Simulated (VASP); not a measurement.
Set up this calculation in VASP 6.6.1, as the native input.

```
Task                   : single point
Functional             : PBE
Potentials or basis    : VASP PAW PBE potentials, release 64 (Na_pv, Y_sv)
Cutoff                 : 520 eV
k mesh                 : 4 × 4 × 4
Occupations            : gaussian, width 0.1 eV
Spin                   : no spin polarisation
Dipole correction      : no
Further INCAR settings : ALGO = Fast; EDIFF = 1e-06; NBANDS = 34
```

The structure of Na2Y lies in POSCAR:

```
Na2Y
1.0
   -3.4620447670      3.4620447670      2.8818100703
    3.4620447670     -3.4620447670      2.8818100703
    3.4620447670      3.4620447670     -2.8818100703
Na Y
4 2
Direct
    0.6670000000      0.1670000000      0.8340000000
    0.1670000000      0.3330000000      0.5000000000
    0.3330000000      0.8330000000      0.1660000000
    0.8330000000      0.6670000000      0.5000000000
    0.2500000000      0.2500000000      0.0000000000
    0.7500000000      0.7500000000      0.0000000000
```

One way to write it, as run:

INCAR

```
ALGO = Fast
EDIFF = 1E-6
ENCUT = 520
GGA = PE
ISIF = 2
ISMEAR = 0
LASPH = T
LCHARG = T
LELF = T
LREAL = F
LVHAR = T
LWAVE = F
NBANDS = 34
NELM = 80
PREC = Accurate
SIGMA = 0.1
```

KPOINTS

```
k-points
0
Gamma
  4 4 4
```

Potentials or basis: VASP PAW PBE potentials, release 64 (Na_pv, Y_sv).

Command:

```sh
$ cat potpaw_PBE.64/Na_pv/POTCAR potpaw_PBE.64/Y_sv/POTCAR > POTCAR
$ mpirun -np 1 vasp_std > vasp.out
```

Results of the run:

```json
{"Pressure": "16.0 GPa", "Largest force": "1.132 eV/Å", "Band gap on the k mesh": "zero (bands 25 and 26 overlap by 1.46 eV)"}
```

Caveat: the cell stands under pressure; forces of over 1 eV/Å act on the atoms, so gaps and moduli don't describe the material at rest.

Run time: 86 s on 1 thread of Intel(R) Xeon(R) 6975P-C (Granite Rapids), on a shared host, peak memory 0.28 GiB.
